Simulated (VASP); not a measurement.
# BiTe3 (Pm-3m) in VASP: notebook

The runs below take BiTe3 through single point, with PBE.

All numbers are computed with VASP 6.6.1; they aren't measurements. Logs are shortened: lines on timing, memory, paths and dates and some standing lists are left out, and cuts for length are marked.

**1. The cell of the first run**

It takes space group Pm-3m (No. 221, cubic). The conventional cell has a = 5.928 Å, b = 5.928 Å, c = 5.928 Å, α = 90.00°, β = 90.00°, γ = 90.00°. Bi (site symmetry m-3m) has 6 Te at 2.96 Å within 3.9 Å. Te (site symmetry 4/mmm) has 2 Bi at 2.96 Å within 3.9 Å.

**2. Single point, PBE (52.09 Å³/atom)**

Contents of INCAR:

```
PREC = Accurate
ENCUT = 520
EDIFF = 1E-7
ISMEAR = 0
SIGMA = 0.05
LREAL = False
LASPH = True
NELM = 60
ALGO = Normal
ISIF = 2
LWAVE = False
LCHARG = False
GGA = PE
NBANDS = 24
```

Contents of KPOINTS:

```
regular mesh
0
Gamma
  6 6 6
```

Contents of POSCAR:

```
BiTe3
1.0
    5.9284228760      0.0000000000      0.0000000000
    0.0000000000      5.9284228760      0.0000000000
    0.0000000000      0.0000000000      5.9284228760
Bi Te
1 3
Direct
    0.0000000000      0.0000000000      0.0000000000
    0.5000000000      0.0000000000      0.0000000000
    0.0000000000      0.0000000000      0.5000000000
    0.0000000000      0.5000000000      0.0000000000
```

Potentials or basis: VASP PAW PBE potentials, release 64 (Bi_d, Te).

Run with:

```console
cat potpaw_PBE.64/Bi_d/POTCAR potpaw_PBE.64/Te/POTCAR > POTCAR
mpirun -np 1 vasp_std > vasp.out
```

OUTCAR:

```text
PREC = Accurate
   ENCUT = 520
   EDIFF = 1E-7
   ISMEAR = 0
   LREAL = False
   LASPH = True
   NELM = 60
   ISIF = 2
   GGA = PE

 ion  position               nearest neighbor table
   1  0.000  0.000  0.000-   2 2.96   3 2.96   4 2.96   3 2.96   4 2.96   2 2.96
   2  0.500  0.000  0.000-   1 2.96   1 2.96
   3  0.000  0.000  0.500-   1 2.96   1 2.96
   4  0.000  0.500  0.000-   1 2.96   1 2.96

  LATTYP: Found a simple cubic cell.
 ALAT       =     5.9284228760

  Lattice vectors:

 A1 = (   5.9284228760,   0.0000000000,   0.0000000000)
 A2 = (   0.0000000000,   5.9284228760,   0.0000000000)
 A3 = (   0.0000000000,   0.0000000000,   5.9284228760)

Analysis of symmetry for initial positions (statically):
=====================================================================
 Subroutine PRICEL returns:
 Original cell was already a primitive cell.

 Routine SETGRP: Setting up the symmetry group for a
 simple cubic supercell.

 Subroutine GETGRP returns: Found 48 space group operations
 (whereof 48 operations were pure point group operations)
 out of a pool of 48 trial point group operations.

The static configuration has the point symmetry O_h .

Analysis of symmetry for dynamics (positions and initial velocities):
=====================================================================
 Subroutine PRICEL returns:
 Original cell was already a primitive cell.

 Routine SETGRP: Setting up the symmetry group for a
 simple cubic supercell.

 Subroutine GETGRP returns: Found 48 space group operations
 (whereof 48 operations were pure point group operations)
 out of a pool of 48 trial point group operations.

The dynamic configuration has the point symmetry O_h .

 Subroutine INISYM returns: Found 48 space group operations
 (whereof 48 operations are pure point group operations),
 and found     1 'primitive' translations

----------------------------------------------------------------------------------------

                                     Primitive cell

  volume of cell :     208.3615

  direct lattice vectors                    reciprocal lattice vectors
     5.928422876  0.000000000  0.000000000     0.168678925  0.000000000  0.000000000
     0.000000000  5.928422876  0.000000000     0.000000000  0.168678925  0.000000000
     0.000000000  0.000000000  5.928422876     0.000000000  0.000000000  0.168678925

  length of vectors
     5.928422876  5.928422876  5.928422876     0.168678925  0.168678925  0.168678925

  position of ions in fractional coordinates (direct lattice)
     0.000000000  0.000000000  0.000000000
     0.500000000  0.000000000  0.000000000
     0.000000000  0.000000000  0.500000000
     0.000000000  0.500000000  0.000000000

  ion indices of the primitive-cell ions
   primitive index   ion index
                 1           1
                 2           2
                 3           3
                 4           4

----------------------------------------------------------------------------------------

 KPOINTS: regular mesh

Automatic generation of k-mesh.
 Grid dimensions read from file:
 generate k-points for:    6    6    6

 Generating k-lattice:

  Cartesian coordinates                     Fractional coordinates (reciprocal lattice)
     0.028113154  0.000000000  0.000000000     0.166666667  0.000000000  0.000000000
     0.000000000  0.028113154  0.000000000     0.000000000  0.166666667  0.000000000
     0.000000000  0.000000000  0.028113154     0.000000000  0.000000000  0.166666667

  Length of vectors
     0.028113154  0.028113154  0.028113154

  Shift w.r.t. Gamma in fractional coordinates (k-lattice)
     0.000000000  0.000000000  0.000000000

 Subroutine IBZKPT returns following result:
 ===========================================

 Found     20 irreducible k-points:

 Following reciprocal coordinates:
            Coordinates               Weight
  0.000000  0.000000  0.000000      1.000000
  0.166667  0.000000  0.000000      6.000000
  0.333333  0.000000  0.000000      6.000000
  0.500000  0.000000  0.000000      3.000000
  0.166667  0.166667  0.000000     12.000000
  0.333333  0.166667  0.000000     24.000000
[... 12 lines left out ...]
  0.500000  0.500000  0.333333      6.000000
  0.500000  0.500000  0.500000      1.000000
   k-points           NKPTS =     20   k-points in BZ     NKDIM =     20   number of bands    NBANDS=     24
   number of dos      NEDOS =    301   number of ions     NIONS =      4
   total plane-waves  NPLWV = 110592
   dimension x,y,z NGX =    48 NGY =   48 NGZ =   48
   dimension x,y,z NGXF=    96 NGYF=   96 NGZF=   96
   ions per type =               1   3
   NGX,Y,Z   is equivalent  to a cutoff of  13.46, 13.46, 13.46 a.u.
   NGXF,Y,Z  is equivalent  to a cutoff of  26.92, 26.92, 26.92 a.u.
 SYSTEM =  unknown system
   PREC   = accura    normal or accurate (medium, high low for compatibility)
   ISTART =      0    job   : 0-new  1-cont  2-samecut
   ICHARG =      2    charge: 1-file 2-atom 10-const
   ISPIN  =      1    spin polarized calculation?
   LNONCOLLINEAR =      F non collinear calculations
   LSORBIT =      F    spin-orbit coupling
   LASPH  =      T    aspherical Exc in radial PAW
   ENCUT  =  520.0 eV  38.22 Ry    6.18 a.u.  11.02 11.02 11.02*2*pi/ulx,y,z
   NELM   =     60;   NELMIN=  2; NELMDL= -5     # of ELM steps
   EDIFF  = 0.1E-06   stopping-criterion for ELM
   LREAL  =      F    real-space projection
   EDIFFG = 0.1E-05   stopping-criterion for IOM
   NSW    =      0    number of steps for IOM
   IBRION =     -1    ionic relax: 0-MD 1-quasi-New 2-CG
   NFREE  =      0    steps in history (QN), initial steepest desc. (CG)
   ISIF   =      2    stress and relaxation
   ISYM   =      2    0-nonsym 1-usesym 2-fastsym
   POTIM  = 0.5000    time-step for ionic-motion
   TEBEG  =    0.0;   TEEND  =   0.0 temperature during run
   PSTRESS=    0.0 pullay stress
   NELECT =      33.0000    total number of electrons
   NUPDOWN=      -1.0000    fix difference up-down
   EMIN   =  10.00;   EMAX   =-10.00  energy-range for DOS
   EFERMI =   0.00;   METHOD = LEGACY
   ISMEAR =     0;   SIGMA  =   0.05  broadening in eV -4-tet -1-fermi 0-gaus
   EFERMI_NEDOS =   21; number of points for ismear=-14 and -15
   IALGO  =     38    algorithm
   IMIX   =      4    mixing-type and parameters
     AMIX     =   0.40;   BMIX     =  1.00
     AMIX_MAG =   1.60;   BMIX_MAG =  1.00
  volume/ion in A,a.u.               =      52.09       351.52
  Fermi-wavevector in a.u.,A,eV,Ry     =   0.885741  1.673809 10.674286  0.784538
  Thomas-Fermi vector in A             =   2.006815
   LORBIT       =      0    0 simple, 1 ext, 2 COOP (PROOUT), +10 PAW based schemes
   GGA     = PE    functional components
   LHFCALC =     F    Hartree Fock is set to
   AEXX    =    0.0000 exact exchange contribution
   IVDW    =     0    specifies the selected vdW correction
   LEPSILON=     F    determine dielectric tensor
   LRPA    =     F    only Hartree local field effects (RPA)
 non-spin polarized calculation
 Gauss-broadening in eV      SIGMA  =   0.05
  energy-cutoff  :      520.00
  volume of cell :      208.36
 maximum number of plane-waves:      5656
 NGX is ok and might be reduce to    48
   NGX = 23   NGY = 23   NGZ = 23

 number of electron      32.9999990 magnetization

 Free energy of the ion-electron system (eV)
  ---------------------------------------------------
  ext. energy  EPLUGINS =         0.00000000
  ---------------------------------------------------
  free energy    TOTEN  =       -10.65553692 eV

  energy without entropy =      -10.63444316  energy(sigma->0) =      -10.64499004

 E-fermi :   1.3994     XC(G=0):  -7.0265

 val. band max:        1.3652657925   @ k =   0.5000   0.1667   0.1667
 cond. band min:       1.3998412590   @ k =   0.5000   0.3333   0.3333
 fundamental gap:      0.0345754664
 Fermi energy:         1.3994419061

 k-point     1 :       0.0000    0.0000    0.0000
  band No.  band energies     occupation
      1     -21.5522      2.00000
      2     -21.5522      2.00000
      3     -21.4961      2.00000
      4     -21.4961      2.00000
      5     -21.4961      2.00000
      6     -11.2011      2.00000
[... 16 lines left out ...]
     23       7.4990      0.00000
     24       7.4990      0.00000

 k-point     2 :       0.1667    0.0000    0.0000
  band No.  band energies     occupation
      1     -21.5522      2.00000
      2     -21.5521      2.00000
      3     -21.4962      2.00000
      4     -21.4962      2.00000
      5     -21.4961      2.00000
      6     -11.1407      2.00000
[... 16 lines left out ...]
     23       6.8250      0.00000
     24       7.5810      0.00000

 k-point     3 :       0.3333    0.0000    0.0000
  band No.  band energies     occupation
      1     -21.5522      2.00000
      2     -21.5517      2.00000
      3     -21.4965      2.00000
      4     -21.4965      2.00000
      5     -21.4961      2.00000
      6     -11.0003      2.00000
[... 16 lines left out ...]
     23       7.3317      0.00000
     24       7.7734      0.00000

 k-point     4 :       0.5000    0.0000    0.0000
  band No.  band energies     occupation
      1     -21.5522      2.00000
      2     -21.5515      2.00000
      3     -21.4966      2.00000
      4     -21.4966      2.00000
      5     -21.4961      2.00000
      6     -10.9162      2.00000
[... 16 lines left out ...]
     23       7.5022      0.00000
     24       7.8857      0.00000

 k-point     5 :       0.1667    0.1667    0.0000
  band No.  band energies     occupation
      1     -21.5521      2.00000
      2     -21.5520      2.00000
      3     -21.4964      2.00000
      4     -21.4962      2.00000
      5     -21.4962      2.00000
      6     -11.0783      2.00000
[... 343 lines left out ...]
 k-point    18 :       0.5000    0.3333    0.3333
  band No.  band energies     occupation
      1     -21.5514      2.00000
      2     -21.5512      2.00000
      3     -21.4970      2.00000
      4     -21.4970      2.00000
      5     -21.4968      2.00000
      6     -10.3652      2.00000
[... 16 lines left out ...]
     23       8.0473      0.00000
     24       8.2694      0.00000

 k-point    19 :       0.5000    0.5000    0.3333
  band No.  band energies     occupation
      1     -21.5513      2.00000
      2     -21.5511      2.00000
      3     -21.4971      2.00000
      4     -21.4970      2.00000
      5     -21.4970      2.00000
      6     -10.2116      2.00000
[... 16 lines left out ...]
     23       8.4645      0.00000
     24       8.4645      0.00000

 k-point    20 :       0.5000    0.5000    0.5000
  band No.  band energies     occupation
      1     -21.5511      2.00000
      2     -21.5511      2.00000
      3     -21.4971      2.00000
      4     -21.4971      2.00000
      5     -21.4971      2.00000
      6     -10.0173      2.00000
[... 16 lines left out ...]
     23       8.6940      0.00000
     24       8.6940      0.00000

------------------------ aborting loop because EDIFF is reached ----------------------------------------

  FORCE on cell =-STRESS in cart. coord.  units (eV):
  Direction    XX          YY          ZZ          XY          YZ          ZX
  --------------------------------------------------------------------------------------
  -------------------------------------------------------------------------------------
  Total        1.5002627      1.5002627      1.5002627     -0.0000000      0.0000000     -0.0000000
  in kB       11.5361357     11.5361357     11.5361357     -0.0000000      0.0000000     -0.0000000
  external PRESSURE =      11.5361357 kB  Pullay stress =       0.0000000 kB

 VOLUME and BASIS-vectors are now :
 -----------------------------------------------------------------------------
  energy-cutoff  :      520.00
  volume of cell :      208.36
      direct lattice vectors                 reciprocal lattice vectors
     5.928422876  0.000000000  0.000000000     0.168678925  0.000000000  0.000000000
     0.000000000  5.928422876  0.000000000     0.000000000  0.168678925  0.000000000
     0.000000000  0.000000000  5.928422876     0.000000000  0.000000000  0.168678925

 POSITION                                       TOTAL-FORCE (eV/Angst)
 -----------------------------------------------------------------------------------
      0.00000      0.00000      0.00000         0.000000      0.000000      0.000000
      2.96421      0.00000      0.00000         0.000000      0.000000      0.000000
      0.00000      0.00000      2.96421         0.000000      0.000000      0.000000
      0.00000      2.96421      0.00000         0.000000      0.000000      0.000000
 -----------------------------------------------------------------------------------
    total drift:                                0.000000     -0.000000      0.000000

  FREE ENERGIE OF THE ION-ELECTRON SYSTEM (eV)
  ---------------------------------------------------
  free  energy   TOTEN  =       -10.6555369193 eV

  energy  without entropy=      -10.6344431616  energy(sigma->0) =      -10.64499004
```

Wall time 2.6 min (1 thread of Intel Xeon 8259CL, shared host); peak memory 0.37 GiB.

Results:

```
Free energy            : -10.6555 eV
Pressure               : 1.2 GPa
Band gap on the k mesh : zero (an odd number of electrons rules out a gap without spin polarisation)
```

Levels at points of the mesh, in eV from the Fermi level:
```csv
k point,band 13,band 14,band 15,band 16,band 17,band 18,band 19,band 20
"(0.00, 0.00, 0.00)",-0.28,-0.28,-0.28,-0.18,-0.18,-0.18,4.39,5.14
"(0.50, 0.00, 0.00)",-0.76,-0.76,-0.49,-0.21,-0.21,-0.09,1.54,5.35
"(0.50, 0.50, 0.00)",-1.10,-0.73,-0.73,-0.55,0.39,0.69,1.21,1.21
"(0.50, 0.50, 0.50)",-0.53,-0.53,0.57,0.57,0.57,0.70,0.70,0.70
```

Caveat: spin-orbit coupling is left out, which moves the levels of the heavy elements.

(Part 1 of 2 ends here.)

The gap in the log of VASP goes by the Fermi energy; the results here count the filled bands.